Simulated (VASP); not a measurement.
# NaB (Fm-3m) in VASP: a series of runs

The runs below take NaB through single point, with LDA.

Program: VASP 6.6.1. These are calculated values, not measurements. Logs are shortened: lines on timing, memory, paths and dates and some standing lists are left out, and cuts for length are marked.

### 1 The cell of the first run

The structure is cubic, space group Fm-3m (No. 225). Conventional cell: a = 4.871 Å, b = 4.871 Å, c = 4.871 Å, α = 90.00°, β = 90.00°, γ = 90.00°. Within 3.2 Å of Na (site symmetry m-3m) lie 6 B at 2.44 Å. Within 3.2 Å of B (site symmetry m-3m) lie 6 Na at 2.44 Å.

### 2 Single point, LDA

INCAR

```
  PREC = Accurate
  ENCUT = 520
  EDIFF = 1E-6
  ISMEAR = 1
  SIGMA = 0.02
  LREAL = F
  LASPH = T
  NELM = 80
  ALGO = Normal
  ISIF = 2
  LWAVE = F
  LCHARG = F
  GGA = CA
  NBANDS = 12
```

KPOINTS

```
regular mesh
0
Gamma
  4 4 4
```

POSCAR

```
NaB
1.0
    0.0000000000      2.4356136364      2.4356136364
    2.4356136364      0.0000000000      2.4356136364
    2.4356136364      2.4356136364      0.0000000000
Na B
1 1
Direct
    0.0000000000      0.0000000000      0.0000000000
    0.5000000000      0.5000000000      0.5000000000
```

Potentials or basis: VASP PAW LDA potentials, release 64 (Na_pv, B).

The run is started by

```sh
> cat potpaw_LDA.64/Na_pv/POTCAR potpaw_LDA.64/B/POTCAR > POTCAR
> mpirun -np 1 vasp_std > vasp.out
```

OUTCAR:

```text
PREC = Accurate
   ENCUT = 520
   EDIFF = 1E-6
   ISMEAR = 1
   LREAL = F
   LASPH = T
   NELM = 80
   ISIF = 2
   GGA = CA

 ion  position               nearest neighbor table
   1  0.000  0.000  0.000-   2 2.44   2 2.44   2 2.44   2 2.44   2 2.44   2 2.44
   2  0.500  0.500  0.500-   1 2.44   1 2.44   1 2.44   1 2.44   1 2.44   1 2.44

  LATTYP: Found a face centered cubic cell.
 ALAT       =     4.8712272728

  Lattice vectors:

 A1 = (   0.0000000000,   2.4356136364,   2.4356136364)
 A2 = (   2.4356136364,   0.0000000000,   2.4356136364)
 A3 = (   2.4356136364,   2.4356136364,   0.0000000000)

Analysis of symmetry for initial positions (statically):
=====================================================================
 Subroutine PRICEL returns:
 Original cell was already a primitive cell.

 Routine SETGRP: Setting up the symmetry group for a
 face centered cubic supercell.

 Subroutine GETGRP returns: Found 48 space group operations
 (whereof 48 operations were pure point group operations)
 out of a pool of 48 trial point group operations.

The static configuration has the point symmetry O_h .

Analysis of symmetry for dynamics (positions and initial velocities):
=====================================================================
 Subroutine PRICEL returns:
 Original cell was already a primitive cell.

 Routine SETGRP: Setting up the symmetry group for a
 face centered cubic supercell.

 Subroutine GETGRP returns: Found 48 space group operations
 (whereof 48 operations were pure point group operations)
 out of a pool of 48 trial point group operations.

The dynamic configuration has the point symmetry O_h .

 Subroutine INISYM returns: Found 48 space group operations
 (whereof 48 operations are pure point group operations),
 and found     1 'primitive' translations

----------------------------------------------------------------------------------------

                                     Primitive cell

  volume of cell :      28.8972

  direct lattice vectors                    reciprocal lattice vectors
     0.000000000  2.435613636  2.435613636    -0.205287075  0.205287075  0.205287075
     2.435613636  0.000000000  2.435613636     0.205287075 -0.205287075  0.205287075
     2.435613636  2.435613636  0.000000000     0.205287075  0.205287075 -0.205287075

  length of vectors
     3.444477837  3.444477837  3.444477837     0.355567645  0.355567645  0.355567645

  position of ions in fractional coordinates (direct lattice)
     0.000000000  0.000000000  0.000000000
     0.500000000  0.500000000  0.500000000

  ion indices of the primitive-cell ions
   primitive index   ion index
                 1           1
                 2           2

----------------------------------------------------------------------------------------

 KPOINTS: regular mesh

Automatic generation of k-mesh.
 Grid dimensions read from file:
 generate k-points for:    4    4    4

 Generating k-lattice:

  Cartesian coordinates                     Fractional coordinates (reciprocal lattice)
    -0.051321769  0.051321769  0.051321769     0.250000000  0.000000000  0.000000000
     0.051321769 -0.051321769  0.051321769     0.000000000  0.250000000  0.000000000
     0.051321769  0.051321769 -0.051321769     0.000000000  0.000000000  0.250000000

  Length of vectors
     0.088891911  0.088891911  0.088891911

  Shift w.r.t. Gamma in fractional coordinates (k-lattice)
     0.000000000  0.000000000  0.000000000

 Subroutine IBZKPT returns following result:
 ===========================================

 Found      8 irreducible k-points:

 Following reciprocal coordinates:
            Coordinates               Weight
  0.000000  0.000000  0.000000      1.000000
  0.250000  0.000000  0.000000      8.000000
  0.500000  0.000000  0.000000      4.000000
  0.250000  0.250000  0.000000      6.000000
  0.500000  0.250000  0.000000     24.000000
 -0.250000  0.250000  0.000000     12.000000
  0.500000  0.500000  0.000000      3.000000
 -0.250000  0.500000  0.250000      6.000000
   k-points           NKPTS =      8   k-points in BZ     NKDIM =      8   number of bands    NBANDS=     12
   number of dos      NEDOS =    301   number of ions     NIONS =      2
   total plane-waves  NPLWV =  21952
   dimension x,y,z NGX =    28 NGY =   28 NGZ =   28
   dimension x,y,z NGXF=    56 NGYF=   56 NGZF=   56
   ions per type =               1   1
   NGX,Y,Z   is equivalent  to a cutoff of  13.51, 13.51, 13.51 a.u.
   NGXF,Y,Z  is equivalent  to a cutoff of  27.03, 27.03, 27.03 a.u.
 SYSTEM =  unknown system
   PREC   = accura    normal or accurate (medium, high low for compatibility)
   ISTART =      0    job   : 0-new  1-cont  2-samecut
   ICHARG =      2    charge: 1-file 2-atom 10-const
   ISPIN  =      1    spin polarized calculation?
   LNONCOLLINEAR =      F non collinear calculations
   LSORBIT =      F    spin-orbit coupling
   LASPH  =      T    aspherical Exc in radial PAW
   ENCUT  =  520.0 eV  38.22 Ry    6.18 a.u.   6.40  6.40  6.40*2*pi/ulx,y,z
   NELM   =     80;   NELMIN=  2; NELMDL= -5     # of ELM steps
   EDIFF  = 0.1E-05   stopping-criterion for ELM
   LREAL  =      F    real-space projection
   EDIFFG = 0.1E-04   stopping-criterion for IOM
   NSW    =      0    number of steps for IOM
   IBRION =     -1    ionic relax: 0-MD 1-quasi-New 2-CG
   NFREE  =      0    steps in history (QN), initial steepest desc. (CG)
   ISIF   =      2    stress and relaxation
   ISYM   =      2    0-nonsym 1-usesym 2-fastsym
   POTIM  = 0.5000    time-step for ionic-motion
   TEBEG  =    0.0;   TEEND  =   0.0 temperature during run
   PSTRESS=    0.0 pullay stress
   NELECT =      10.0000    total number of electrons
   NUPDOWN=      -1.0000    fix difference up-down
   EMIN   =  10.00;   EMAX   =-10.00  energy-range for DOS
   EFERMI =   0.00;   METHOD = LEGACY
   ISMEAR =     1;   SIGMA  =   0.02  broadening in eV -4-tet -1-fermi 0-gaus
   EFERMI_NEDOS =   21; number of points for ismear=-14 and -15
   IALGO  =     38    algorithm
   IMIX   =      4    mixing-type and parameters
     AMIX     =   0.40;   BMIX     =  1.00
     AMIX_MAG =   1.60;   BMIX_MAG =  1.00
  volume/ion in A,a.u.               =      14.45        97.50
  Fermi-wavevector in a.u.,A,eV,Ry     =   1.149361  2.171977 17.973712  1.321031
  Thomas-Fermi vector in A             =   2.286031
   LORBIT       =      0    0 simple, 1 ext, 2 COOP (PROOUT), +10 PAW based schemes
   GGA     = CA    functional components
   LHFCALC =     F    Hartree Fock is set to
   AEXX    =    0.0000 exact exchange contribution
   IVDW    =     0    specifies the selected vdW correction
   LEPSILON=     F    determine dielectric tensor
   LRPA    =     F    only Hartree local field effects (RPA)
 non-spin polarized calculation
 Methfessel and Paxton  Order N= 1 SIGMA  =   0.02
  energy-cutoff  :      520.00
  volume of cell :       28.90
 maximum number of plane-waves:       790
 NGX is ok and might be reduce to    28
   NGX = 13   NGY = 13   NGZ = 13

 number of electron      10.0000000 magnetization

 number of electron       9.9999995 magnetization

 Free energy of the ion-electron system (eV)
  ---------------------------------------------------
  ext. energy  EPLUGINS =         0.00000000
  ---------------------------------------------------
  free energy    TOTEN  =        -4.71191083 eV

  energy without entropy =       -4.71113718  energy(sigma->0) =       -4.71165295

 E-fermi :   2.3068     XC(G=0):  -9.7359

 val. band max:        2.3005581609   @ k =  -0.2500   0.2500   0.0000
 cond. band min:       2.5307747464   @ k =   0.2500   0.0000   0.0000
 fundamental gap:      0.2302165855
 Fermi energy:         2.3067890204

 k-point     1 :       0.0000    0.0000    0.0000
  band No.  band energies     occupation
      1     -20.7094      2.00000
      2     -20.7094      2.00000
      3     -20.7094      2.00000
      4      -6.0114      2.00000
      5       5.1658      0.00000
      6       5.1658      0.00000
      7       5.1658      0.00000
      8      12.9155      0.00000
      9      13.4128      0.00000
     10      13.4128      0.00000
     11      13.4128      0.00000
     12      16.2253      0.00000

 k-point     2 :       0.2500    0.0000    0.0000
  band No.  band energies     occupation
      1     -20.7741      2.00000
      2     -20.7151      2.00000
      3     -20.7151      2.00000
      4      -5.0138      2.00000
      5       2.5308     -0.00000
      6       4.6388      0.00000
      7       4.6388      0.00000
      8      11.3504      0.00000
      9      14.3674      0.00000
     10      14.3674      0.00000
     11      14.4932      0.00000
     12      17.3243      0.00000

 k-point     3 :       0.5000    0.0000    0.0000
  band No.  band energies     occupation
      1     -20.8369      2.00000
      2     -20.7207      2.00000
      3     -20.7207      2.00000
      4      -3.1339      2.00000
      5      -0.5258      2.00000
      6       4.2025      0.00000
      7       4.2025      0.00000
      8      10.7605      0.00000
      9      14.1910      0.00000
     10      14.1910      0.00000
     11      15.9557      0.00000
     12      18.2729      0.00000

 k-point     4 :       0.2500    0.2500    0.0000
  band No.  band energies     occupation
      1     -20.7677      2.00000
      2     -20.7304      2.00000
      3     -20.7304      2.00000
      4      -4.7143      2.00000
      5       2.8749      0.00000
      6       4.0655      0.00000
      7       4.0655      0.00000
      8       9.9038      0.00000
      9      13.1712      0.00000
     10      15.0483      0.00000
     11      16.3335      0.00000
     12      16.3335      0.00000

 k-point     5 :       0.5000    0.2500    0.0000
  band No.  band energies     occupation
      1     -20.8111      2.00000
      2     -20.7541      2.00000
      3     -20.7362      2.00000
      4      -2.9780      2.00000
      5       0.6219      2.00000
      6       2.5444     -0.00000
      7       3.7105      0.00000
      8      10.5315      0.00000
      9      13.1121      0.00000
     10      14.5045      0.00000
     11      16.3687      0.00000
     12      18.8510      0.00000

 k-point     6 :      -0.2500    0.2500    0.0000
  band No.  band energies     occupation
      1     -20.7989      2.00000
      2     -20.7580      2.00000
      3     -20.7209      2.00000
      4      -3.5985      2.00000
      5       1.4178      2.00000
      6       2.3006      1.50000
      7       4.1973      0.00000
      8      12.3848      0.00000
      9      12.6108      0.00000
     10      14.8110      0.00000
     11      15.9138      0.00000
     12      16.5527      0.00000

 k-point     7 :       0.5000    0.5000    0.0000
  band No.  band energies     occupation
      1     -20.8208      2.00000
      2     -20.7516      2.00000
      3     -20.7516      2.00000
      4      -2.4575      2.00000
      5       0.1471      2.00000
      6       3.3076      0.00000
      7       3.3076      0.00000
      8       8.3714      0.00000
      9      10.8636      0.00000
     10      16.3177      0.00000
     11      19.6063      0.00000
     12      19.6063      0.00000

 k-point     8 :      -0.2500    0.5000    0.2500
  band No.  band energies     occupation
      1     -20.7860      2.00000
      2     -20.7860      2.00000
      3     -20.7530      2.00000
      4      -2.2419      2.00000
      5       1.2609      2.00000
      6       1.2609      2.00000
      7       2.6096     -0.00000
      8      12.6960      0.00000
      9      12.6960      0.00000
     10      12.7830      0.00000
     11      16.2526      0.00000
     12      20.3974      0.00000

------------------------ aborting loop because EDIFF is reached ----------------------------------------

  FORCE on cell =-STRESS in cart. coord.  units (eV):
  Direction    XX          YY          ZZ          XY          YZ          ZX
  --------------------------------------------------------------------------------------
  -------------------------------------------------------------------------------------
  Total        1.8243736      1.8243736      1.8243736      0.0000000     -0.0000000      0.0000000
  in kB      101.1507670    101.1507670    101.1507670      0.0000000     -0.0000000      0.0000000
  external PRESSURE =     101.1507670 kB  Pullay stress =       0.0000000 kB

 VOLUME and BASIS-vectors are now :
 -----------------------------------------------------------------------------
  energy-cutoff  :      520.00
  volume of cell :       28.90
      direct lattice vectors                 reciprocal lattice vectors
     0.000000000  2.435613636  2.435613636    -0.205287075  0.205287075  0.205287075
     2.435613636  0.000000000  2.435613636     0.205287075 -0.205287075  0.205287075
     2.435613636  2.435613636  0.000000000     0.205287075  0.205287075 -0.205287075

 POSITION                                       TOTAL-FORCE (eV/Angst)
 -----------------------------------------------------------------------------------
      0.00000      0.00000      0.00000         0.000000     -0.000000      0.000000
      2.43561      2.43561      2.43561        -0.000000      0.000000     -0.000000
 -----------------------------------------------------------------------------------
    total drift:                               -0.000000      0.000000      0.000000

  FREE ENERGIE OF THE ION-ELECTRON SYSTEM (eV)
  ---------------------------------------------------
  free  energy   TOTEN  =        -4.7119108346 eV

  energy  without entropy=       -4.7111371828  energy(sigma->0) =       -4.71165295
```

It took 4 s on 1 thread of Intel Xeon 6975P-C, shared host; peak memory 0.13 GiB.

What came out:

| Quantity | Value |
| --- | --- |
| Free energy | -4.7119 eV |
| Pressure | 10.1 GPa |
| Band gap on the k mesh | zero (band 5 reaches 5.17 eV, above the bottom of band 6 at 1.26 eV) |

Caveat: the k points lie up to 0.56 Å⁻¹ apart.

### 3 Single point, LDA

This run uses another cell than the first one, of 17.64 Å³/atom, 1.221 times its volume.

Changes to INCAR since step 2:

```diff
@@ -2,3 +2,3 @@
   ENCUT = 520
-  EDIFF = 1E-6
+  EDIFF = 1E-7
   ISMEAR = 1
@@ -12,3 +12,2 @@
   LCHARG = F
-  GGA = CA
   NBANDS = 12
```

KPOINTS

```
Automatic mesh
0
Gamma
  4 4 4
```

POSCAR

```
NaB
1.0
    0.0000000000      2.6030226883      2.6030226883
    2.6030226883      0.0000000000      2.6030226883
    2.6030226883      2.6030226883      0.0000000000
Na B
1 1
Direct
    0.0000000000      0.0000000000      0.0000000000
    0.5000000000      0.5000000000      0.5000000000
```

Potentials or basis: VASP PAW LDA potentials, release 64 (Na_pv, B).

The run is started by

```sh
> cat potpaw_LDA.64/Na_pv/POTCAR potpaw_LDA.64/B/POTCAR > POTCAR
> mpirun -np 1 vasp_std > vasp.out
```

It took 3.7 s on 1 thread of Intel Xeon 6975P-C, shared host; peak memory 0.13 GiB.

It converged, with:

* Free energy: -4.8816 eV
* Pressure: -0.1 GPa
* Band gap on the k mesh: zero (band 5 reaches 3.59 eV, above the bottom of band 6 at 0.39 eV)

Levels at points of the mesh, in eV from the Fermi level:
```
           k point  band 2  band 3  band 4  band 5  band 6  band 7  band 8  band 9
(0.00, 0.00, 0.00)  -23.20  -23.20   -7.65    2.30    2.30    2.30    8.12   10.25
(0.50, 0.00, 0.00)  -23.21  -23.21   -5.43   -2.43    1.59    1.59    7.24   10.50
(0.50, 0.50, 0.00)  -23.23  -23.23   -4.87   -1.87    0.77    0.77    5.84    7.02
```

Caveat: the k points lie up to 0.52 Å⁻¹ apart.
